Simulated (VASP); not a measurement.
# Fe3Ge (Pm-3m) in VASP: further runs

Fe3Ge is run at these levels: PBEsol; tasks: single point.

All numbers are computed with VASP 6.6.1; they aren't measurements. Logs are shortened: lines on timing, memory, paths and dates and some standing lists are left out, and cuts for length are marked.

### 1 The cell of the first run

Symmetry: Pm-3m, No. 221, cubic system. The conventional cell has a = 3.281 Å, b = 3.281 Å, c = 3.281 Å, α = 90.00°, β = 90.00°, γ = 90.00°. Within 3.1 Å of Fe (site symmetry 4/mmm) lie 8 Fe at 2.32 Å and 4 Ge at 2.32 Å. Ge (site symmetry m-3m) has 12 Fe at 2.32 Å within 3.1 Å.

### 2 Single point, PBEsol (volume scaled by 0.72)

INCAR reads:

```
PREC = Accurate ; ENCUT = 520
EDIFF = 1E-6 ; ISMEAR = -1
SIGMA = 0.03 ; LREAL = F
LASPH = T ; NELM = 80
ALGO = Normal ; ISIF = 2
LWAVE = F ; LCHARG = T
GGA = PS ; LELF = T
LVHAR = T ; NBANDS = 27
```

KPOINTS reads:

```
Automatic mesh
0
Gamma
  9 9 9
```

POSCAR reads:

```
Fe3Ge
1.0
    3.2808368810      0.0000000000      0.0000000000
    0.0000000000      3.2808368810      0.0000000000
    0.0000000000      0.0000000000      3.2808368810
Fe Ge
3 1
Direct
    0.0000000000      0.5000000000      0.5000000000
    0.5000000000      0.5000000000      0.0000000000
    0.5000000000      0.0000000000      0.5000000000
    0.0000000000      0.0000000000      0.0000000000
```

Potentials or basis: VASP PAW PBE potentials, release 64 (Fe, Ge_d).

Started as:

```sh
> cat potpaw_PBE.64/Fe/POTCAR potpaw_PBE.64/Ge_d/POTCAR > POTCAR
> mpirun -np 1 vasp_std > vasp.out
```

OUTCAR:

```text
PREC = Accurate
   ENCUT = 520
   EDIFF = 1E-6
   ISMEAR = -1
   LREAL = F
   LASPH = T
   NELM = 80
   ISIF = 2
   GGA = PS

 ion  position               nearest neighbor table
   1  0.000  0.500  0.500-   2 2.32   3 2.32   4 2.32   2 2.32   4 2.32   3 2.32   4 2.32   4 2.32
                             2 2.32   3 2.32   2 2.32   3 2.32
   2  0.500  0.500  0.000-   1 2.32   3 2.32   4 2.32   1 2.32   3 2.32   3 2.32   4 2.32   3 2.32
                             1 2.32   4 2.32   1 2.32   4 2.32
   3  0.500  0.000  0.500-   1 2.32   2 2.32   4 2.32   2 2.32   4 2.32   1 2.32   2 2.32   2 2.32
                             1 2.32   4 2.32   4 2.32   1 2.32
   4  0.000  0.000  0.000-   1 2.32   2 2.32   3 2.32   1 2.32   3 2.32   1 2.32   2 2.32   1 2.32
                             2 2.32   3 2.32   3 2.32   2 2.32

  LATTYP: Found a simple cubic cell.
 ALAT       =     3.2808368810

  Lattice vectors:

 A1 = (   3.2808368810,   0.0000000000,   0.0000000000)
 A2 = (   0.0000000000,   3.2808368810,   0.0000000000)
 A3 = (   0.0000000000,   0.0000000000,   3.2808368810)

Analysis of symmetry for initial positions (statically):
=====================================================================
 Subroutine PRICEL returns:
 Original cell was already a primitive cell.

 Routine SETGRP: Setting up the symmetry group for a
 simple cubic supercell.

 Subroutine GETGRP returns: Found 48 space group operations
 (whereof 48 operations were pure point group operations)
 out of a pool of 48 trial point group operations.

The static configuration has the point symmetry O_h .

Analysis of symmetry for dynamics (positions and initial velocities):
=====================================================================
 Subroutine PRICEL returns:
 Original cell was already a primitive cell.

 Routine SETGRP: Setting up the symmetry group for a
 simple cubic supercell.

 Subroutine GETGRP returns: Found 48 space group operations
 (whereof 48 operations were pure point group operations)
 out of a pool of 48 trial point group operations.

The dynamic configuration has the point symmetry O_h .

 Subroutine INISYM returns: Found 48 space group operations
 (whereof 48 operations are pure point group operations),
 and found     1 'primitive' translations

----------------------------------------------------------------------------------------

                                     Primitive cell

  volume of cell :      35.3146

  direct lattice vectors                    reciprocal lattice vectors
[... 86 lines left out ...]
   LNONCOLLINEAR =      F non collinear calculations
   LSORBIT =      F    spin-orbit coupling
   LASPH  =      T    aspherical Exc in radial PAW
   ENCUT  =  520.0 eV  38.22 Ry    6.18 a.u.   6.10  6.10  6.10*2*pi/ulx,y,z
   NELM   =     80;   NELMIN=  2; NELMDL= -5     # of ELM steps
   EDIFF  = 0.1E-05   stopping-criterion for ELM
   LREAL  =      F    real-space projection
   EDIFFG = 0.1E-04   stopping-criterion for IOM
   NSW    =      0    number of steps for IOM
   IBRION =     -1    ionic relax: 0-MD 1-quasi-New 2-CG
   NFREE  =      0    steps in history (QN), initial steepest desc. (CG)
   ISIF   =      2    stress and relaxation
   ISYM   =      2    0-nonsym 1-usesym 2-fastsym
   POTIM  = 0.5000    time-step for ionic-motion
   TEBEG  =    0.0;   TEEND  =   0.0 temperature during run
   PSTRESS=    0.0 pullay stress
   NELECT =      38.0000    total number of electrons
   NUPDOWN=      -1.0000    fix difference up-down
   EMIN   =  10.00;   EMAX   =-10.00  energy-range for DOS
   EFERMI =   0.00;   METHOD = LEGACY
   ISMEAR =    -1;   SIGMA  =   0.03  broadening in eV -4-tet -1-fermi 0-gaus
   EFERMI_NEDOS =   21; number of points for ismear=-14 and -15
   IALGO  =     38    algorithm
   IMIX   =      4    mixing-type and parameters
     AMIX     =   0.40;   BMIX     =  1.00
     AMIX_MAG =   1.60;   BMIX_MAG =  1.00
  volume/ion in A,a.u.               =       8.83        59.58
  Fermi-wavevector in a.u.,A,eV,Ry     =   1.677586  3.170177 38.290793  2.814294
  Thomas-Fermi vector in A             =   2.761826
   LORBIT       =      0    0 simple, 1 ext, 2 COOP (PROOUT), +10 PAW based schemes
   GGA     = PS    functional components
   LHFCALC =     F    Hartree Fock is set to
   AEXX    =    0.0000 exact exchange contribution
   IVDW    =     0    specifies the selected vdW correction
   LEPSILON=     F    determine dielectric tensor
   LRPA    =     F    only Hartree local field effects (RPA)
 non-spin polarized calculation
  energy-cutoff  :      520.00
  volume of cell :       35.31
 maximum number of plane-waves:       963
   NGX = 13   NGY = 13   NGZ = 13

 number of electron      37.9999954 magnetization

 Free energy of the ion-electron system (eV)
  ---------------------------------------------------
  ext. energy  EPLUGINS =         0.00000000
  ---------------------------------------------------
  free energy    TOTEN  =       -29.59614173 eV

  energy without entropy =      -29.56960470  energy(sigma->0) =      -29.58287322

 E-fermi :  10.7140     XC(G=0): -15.0613

 val. band max:       10.7118716528   @ k =   0.4444   0.3333   0.2222
 cond. band min:      10.7173621739   @ k =   0.3333   0.2222   0.0000
 fundamental gap:      0.0054905211
 Fermi energy:        10.7139966700

 k-point     1 :       0.0000    0.0000    0.0000
  band No.  band energies     occupation
      1     -13.9406      2.00000
      2     -13.9406      2.00000
      3     -13.9096      2.00000
      4     -13.9096      2.00000
      5     -13.9096      2.00000
      6      -3.4648      2.00000
[... 709 lines left out ...]
     26      20.1366      0.00000
     27      21.1762      0.00000

 [... further k-points ...]
[... 5 lines left out ...]
  --------------------------------------------------------------------------------------
  -------------------------------------------------------------------------------------
  Total       18.5136226     18.5136226     18.5136226     -0.0000000     -0.0000000      0.0000000
  in kB      839.9396340    839.9396340    839.9396340     -0.0000000     -0.0000000      0.0000000
  external PRESSURE =     839.9396340 kB  Pullay stress =       0.0000000 kB

 VOLUME and BASIS-vectors are now :
 -----------------------------------------------------------------------------
  energy-cutoff  :      520.00
  volume of cell :       35.31
      direct lattice vectors                 reciprocal lattice vectors
     3.280836881  0.000000000  0.000000000     0.304800280  0.000000000  0.000000000
     0.000000000  3.280836881  0.000000000     0.000000000  0.304800280  0.000000000
     0.000000000  0.000000000  3.280836881     0.000000000  0.000000000  0.304800280

 POSITION                                       TOTAL-FORCE (eV/Angst)
 -----------------------------------------------------------------------------------
      0.00000      1.64042      1.64042         0.000000      0.000000      0.000000
      1.64042      1.64042      0.00000         0.000000      0.000000      0.000000
      1.64042      0.00000      1.64042         0.000000      0.000000      0.000000
      0.00000      0.00000      0.00000         0.000000      0.000000      0.000000
 -----------------------------------------------------------------------------------
    total drift:                                0.000000     -0.000000     -0.000000

  FREE ENERGIE OF THE ION-ELECTRON SYSTEM (eV)
  ---------------------------------------------------
  free  energy   TOTEN  =       -29.5961417290 eV

  energy  without entropy=      -29.5696047019  energy(sigma->0) =      -29.58287322
```

stdout:

```text
POSCAR found type information on POSCAR FeGe
 POSCAR found :  2 types and       4 ions
 scaLAPACK will be used
 -----------------------------------------------------------------------------
|                                                                             |
|                                                                             |
|     You enforced a specific xc type in the INCAR file but a different       |
|     I HOPE YOU KNOW WHAT YOU ARE DOING!                                     |
|                                                                             |
 -----------------------------------------------------------------------------

 LDA part: xc-table for (Slater+PW92), standard interpolation
 POSCAR, INCAR and KPOINTS ok, starting setup
 FFT: planning ... GRIDC
 FFT: planning ... GRID_SOFT
 FFT: planning ... GRID
 WAVECAR not read
 entering main loop
```

Run time: 15 s. Hardware: 1 thread of AMD EPYC 9R45 (Zen 5), shared host; peak memory 0.13 GiB.

What came out:

* Free energy: -29.5961 eV
* Pressure: 84.0 GPa
* Band gap on the k mesh: zero (band 19 reaches 11.30 eV, above the bottom of band 20 at 10.53 eV)

Caveat: the PAW data sets were made with another functional, which shifts forces and pressure a little. Spin polarisation is off, so any magnetic state and its effect on volume and gap are missing.

### 3 Single point, PBEsol (volume scaled by 0.8)

INCAR reads:

```
SYSTEM = Fe3Ge
PREC = Accurate
ENCUT = 520
EDIFF = 1E-7
ISMEAR = -1
SIGMA = 0.03
LREAL = .FALSE.
LASPH = .TRUE.
NELM = 80
ALGO = Normal
ISIF = 2
LWAVE = .FALSE.
LCHARG = .FALSE.
GGA = PS
NBANDS = 27
```

KPOINTS reads:

```
regular mesh
0
G
  9 9 9
  0 0 0
```

POSCAR reads:

```
Fe3Ge
1.0
    3.3981076678      0.0000000000      0.0000000000
    0.0000000000      3.3981076678      0.0000000000
    0.0000000000      0.0000000000      3.3981076678
Fe Ge
3 1
Direct
    0.0000000000      0.5000000000      0.5000000000
    0.5000000000      0.5000000000      0.0000000000
    0.5000000000      0.0000000000      0.5000000000
    0.0000000000      0.0000000000      0.0000000000
```

Potentials or basis: VASP PAW PBE potentials, release 64 (Fe, Ge_d).

Started as:

```sh
> cat potpaw_PBE.64/Fe/POTCAR potpaw_PBE.64/Ge_d/POTCAR > POTCAR
> mpirun -np 1 vasp_std > vasp.out
```

OUTCAR:

```text
SYSTEM = Fe3Ge
   PREC = Accurate
   ENCUT = 520
   EDIFF = 1E-7
   ISMEAR = -1
   LREAL = .FALSE.
   LASPH = .TRUE.
   NELM = 80
   ISIF = 2
   GGA = PS

 ion  position               nearest neighbor table
   1  0.000  0.500  0.500-   2 2.40   3 2.40   4 2.40   2 2.40   4 2.40   3 2.40   4 2.40   4 2.40
                             2 2.40   3 2.40   2 2.40   3 2.40
   2  0.500  0.500  0.000-   1 2.40   3 2.40   4 2.40   1 2.40   3 2.40   3 2.40   4 2.40   3 2.40
                             1 2.40   4 2.40   1 2.40   4 2.40
   3  0.500  0.000  0.500-   1 2.40   2 2.40   4 2.40   2 2.40   4 2.40   1 2.40   2 2.40   2 2.40
                             1 2.40   4 2.40   4 2.40   1 2.40
   4  0.000  0.000  0.000-   1 2.40   2 2.40   3 2.40   1 2.40   3 2.40   1 2.40   2 2.40   1 2.40
                             2 2.40   3 2.40   3 2.40   2 2.40

  LATTYP: Found a simple cubic cell.
 ALAT       =     3.3981076678

  Lattice vectors:

 A1 = (   3.3981076678,   0.0000000000,   0.0000000000)
 A2 = (   0.0000000000,   3.3981076678,   0.0000000000)
 A3 = (   0.0000000000,   0.0000000000,   3.3981076678)

Analysis of symmetry for initial positions (statically):
=====================================================================
[... 172 lines left out ...]
  free energy    TOTEN  =       -30.95654377 eV

  energy without entropy =      -30.92544429  energy(sigma->0) =      -30.94099403

 E-fermi :   9.2377     XC(G=0): -14.4124

 val. band max:        9.2299042000   @ k =   0.2222   0.1111   0.0000
 cond. band min:       9.2383026075   @ k =   0.3333   0.2222   0.2222
 fundamental gap:      0.0083984075
 Fermi energy:         9.2377100055

 k-point     1 :       0.0000    0.0000    0.0000
  band No.  band energies     occupation
      1     -15.2329      2.00000
      2     -15.2329      2.00000
      3     -15.2132      2.00000
      4     -15.2132      2.00000
      5     -15.2132      2.00000
      6      -4.0407      2.00000
[... 709 lines left out ...]
     26      17.7602      0.00000
     27      18.7693      0.00000

 [... further k-points ...]
[... 5 lines left out ...]
  --------------------------------------------------------------------------------------
  -------------------------------------------------------------------------------------
  Total        7.7320162      7.7320162      7.7320162      0.0000000     -0.0000000      0.0000000
  in kB      315.7126114    315.7126114    315.7126114      0.0000000     -0.0000000      0.0000000
  external PRESSURE =     315.7126114 kB  Pullay stress =       0.0000000 kB

 VOLUME and BASIS-vectors are now :
 -----------------------------------------------------------------------------
  energy-cutoff  :      520.00
  volume of cell :       39.24
      direct lattice vectors                 reciprocal lattice vectors
     3.398107668  0.000000000  0.000000000     0.294281435  0.000000000  0.000000000
     0.000000000  3.398107668  0.000000000     0.000000000  0.294281435  0.000000000
     0.000000000  0.000000000  3.398107668     0.000000000  0.000000000  0.294281435

 POSITION                                       TOTAL-FORCE (eV/Angst)
 -----------------------------------------------------------------------------------
      0.00000      1.69905      1.69905         0.000000      0.000000      0.000000
      1.69905      1.69905      0.00000         0.000000      0.000000      0.000000
      1.69905      0.00000      1.69905         0.000000      0.000000      0.000000
      0.00000      0.00000      0.00000         0.000000      0.000000      0.000000
 -----------------------------------------------------------------------------------
    total drift:                                0.000000      0.000000      0.000000

  FREE ENERGIE OF THE ION-ELECTRON SYSTEM (eV)
  ---------------------------------------------------
  free  energy   TOTEN  =       -30.9565437663 eV

  energy  without entropy=      -30.9254442930  energy(sigma->0) =      -30.94099403
```

OSZICAR:

```text
N       E                     dE             d eps       ncg     rms          rms(c)
DAV:   1     0.309069188019E+03    0.30907E+03   -0.16824E+04  1987   0.320E+03
DAV:   2     0.452548988345E+01   -0.30454E+03   -0.29093E+03  1890   0.546E+02
DAV:   3    -0.340937100101E+02   -0.38619E+02   -0.37012E+02  1905   0.174E+02
DAV:   4    -0.355233974093E+02   -0.14297E+01   -0.14225E+01  2078   0.404E+01
DAV:   5    -0.355470707086E+02   -0.23673E-01   -0.23669E-01  2062   0.500E+00    0.256E+01
DAV:   6    -0.323868389925E+02    0.31602E+01   -0.36398E+01  2186   0.800E+01    0.768E+00
DAV:   7    -0.310770201003E+02    0.13098E+01   -0.67425E+00  2129   0.401E+01    0.419E+00
DAV:   8    -0.309678171209E+02    0.10920E+00   -0.44929E-01  2324   0.643E+00    0.933E-01
DAV:   9    -0.309584035187E+02    0.94136E-02   -0.17644E-02  2227   0.179E+00    0.382E-01
DAV:  10    -0.309565575138E+02    0.18460E-02   -0.21684E-03  2086   0.628E-01    0.140E-01
DAV:  11    -0.309565903169E+02   -0.32803E-04   -0.21852E-04  2218   0.152E-01    0.514E-02
DAV:  12    -0.309565461733E+02    0.44144E-04   -0.31325E-05  2255   0.886E-02    0.117E-02
DAV:  13    -0.309565438306E+02    0.23428E-05   -0.22063E-06  2614   0.221E-02    0.294E-03
DAV:  14    -0.309565437663E+02    0.64245E-07   -0.60054E-07  1914   0.121E-02
   1 F= -.30956544E+02 E0= -.30940994E+02  d E =-.310995E-01
```

Run time: 22 s. Hardware: 1 thread of AMD EPYC 9R45 (Zen 5), shared host; peak memory 0.14 GiB.

Results:

```yaml
Free_energy: -30.9565 eV
Pressure: 31.6 GPa
Band_gap_on_the_k_mesh: zero (band 19 reaches 9.73 eV, above the bottom of band 20 at 9.09 eV)
```

Caveat: the PAW data sets were made with another functional, which shifts forces and pressure a little. Spin polarisation is off, so any magnetic state and its effect on volume and gap are missing.
